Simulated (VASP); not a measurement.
Wanted: the native input for a VASP 6.6.1 run.

```
Task                   : relaxation of cell and atoms
Functional             : PBE
Potentials or basis    : VASP PAW PBE potentials, release 64 (Na_pv, Ca_sv, H)
Cutoff                 : 600 eV
k mesh                 : 6 × 6 × 6
Occupations            : gaussian, width 0.1 eV
Spin                   : no spin polarisation
Dipole correction      : no
Further INCAR settings : ALGO = Normal; EDIFF = 1e-06; IBRION = 2; EDIFFG = -0.04; NSW = 90; ISIF = 3
```

The structure of NaCa2H2 lies in POSCAR:

```
NaCa2H2
1.0
    4.6312130500      0.0000000000      0.0000000000
   -2.3156065300      4.0107481500      0.0000000000
    0.0000000000      0.0000000000      3.7054970600
Na Ca H
1 2 2
Direct
    0.0000000000      0.0000000000      0.6483049900
    0.3333333300      0.6666666700      0.0467269100
    0.6666666700      0.3333333300      0.0467269100
    0.3333333300      0.6666666700      0.6211387100
    0.6666666700      0.3333333300      0.6211387100
```

These files were run (other wordings do the same):

INCAR

```
PREC = Accurate ; ENCUT = 600
EDIFF = 1E-6 ; ISMEAR = 0
SIGMA = 0.1 ; LREAL = F
LASPH = T ; NELM = 80
ALGO = Normal ; ISIF = 3
LWAVE = F ; LCHARG = F
GGA = PE ; IBRION = 2
NSW = 90 ; EDIFFG = -0.04
```

KPOINTS

```
regular mesh
0
Gamma
  6 6 6
```

Potentials or basis: VASP PAW PBE potentials, release 64 (Na_pv, Ca_sv, H).

Launch:

```bash
$ cat potpaw_PBE.64/Na_pv/POTCAR potpaw_PBE.64/Ca_sv/POTCAR potpaw_PBE.64/H/POTCAR > POTCAR
$ mpirun -np 1 vasp_std > vasp.out
```

Results of the run:

```
Relaxed volume                         : 29.66 Å³/atom
Relaxed cell                           : a = 6.380 Å, b = 6.380 Å, c = 4.207 Å, α = 90.00°, β = 90.00°, γ = 120.00°
Space group after relaxing (to 0.05 Å) : P6mm (No. 183)
Energy gained by relaxing              : 977.6 meV/atom
Ionic steps                            : 13
Pressure after relaxing                : 0.0 GPa
Largest force after relaxing           : 0.031 eV/Å
```

Caveat: the volume moved by over 15 % at a fixed basis, so the end points are rough.

Wall time 5.5 min on 1 thread of Intel(R) Xeon(R) 6975P-C (Granite Rapids) (shared host), peak memory 0.24 GiB.
